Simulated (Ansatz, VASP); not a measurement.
# RbBr in VASP and in Ansatz

INCAR

```
SYSTEM = RbBr
ALGO = Normal ; EDIFF = 1E-6
ENCUT = 520 ; GGA = PE
ISIF = 2 ; ISMEAR = -1
LASPH = .True. ; LCHARG = .False.
LREAL = .False. ; LWAVE = .False.
NBANDS = 15 ; NELM = 100
PREC = Accurate ; SIGMA = 0.02
```

The input KPOINTS:

```
k-points
0
Gamma
  6 6 6
  0 0 0
```

POSCAR

```
RbBr
1.0
   -0.0588163523      3.8694968646      3.8694968646
    3.8694968646     -0.0588163523      3.8694968646
    3.8106805123      3.8106805123      0.0000000000
Rb Br
1 1
Direct
   -0.0034033722     -0.0034033722      0.0034033722
    0.2534033722      0.2534033722      0.2465966278
```

Input for Ansatz:

```yaml
crystal:
  lattice:
    - [-0.0588163523, 3.8694968646, 3.8694968646]
    - [3.8694968646, -0.0588163523, 3.8694968646]
    - [3.8106805123, 3.8106805123, 0.0]
  atoms:
    - { symbol: Rb, position: [-0.0034033722, -0.0034033722, 0.0034033722] }
    - { symbol: Br, position: [0.2534033722, 0.2534033722, 0.2465966278] }
kpoints:
  mp_grid: { grid: [6, 6, 6] }
  band_path:
    path:
      - [0.0, 0.0, 0.0]
      - [-0.5, -0.5, 0.0]
      - [-0.375, -0.375, 0.25]
      - [-0.375, 0.0, 0.375]
      - [0.0, 0.0, 0.5]
      - [-0.5, -0.25, 0.25]
    npoints: 1
hamiltonian:
  xc: pbe
scf:
  occupations: { method: fermi_dirac, width: 0.02 }
  n_extra_bands: 4
output:
  forces: true
  stress: true
  eigenvalues: true
```

Change from the starting cell: shear_xy strain -3.0%.

Alike in both runs: task single point; functional PBE; k mesh 6 × 6 × 6; occupations fermi-dirac, width 0.02 eV; no spin polarisation.

|  | VASP | Ansatz |
| --- | --- | --- |
| version | VASP 6.6.1 | Ansatz 0.2.0 |
| potentials or method | VASP PAW PBE potentials, release 64 (Rb_sv, Br) | plane waves, PAW |
| plane-wave cutoff (eV) | 520 | 420 |
| valence electrons in the cell | 16 | 16 |

|  | VASP | Ansatz | Ansatz less VASP |
| --- | --- | --- | --- |
| gap on the k mesh at the Fermi level (eV) | 4.06 | 4.06 | 0.000 |
| pressure (GPa) | 0.2 | 0.2 | -0.01 |
| traceless stress, the component that is largest in VASP (GPa) | 0.06 | 0.06 | 0.000 |
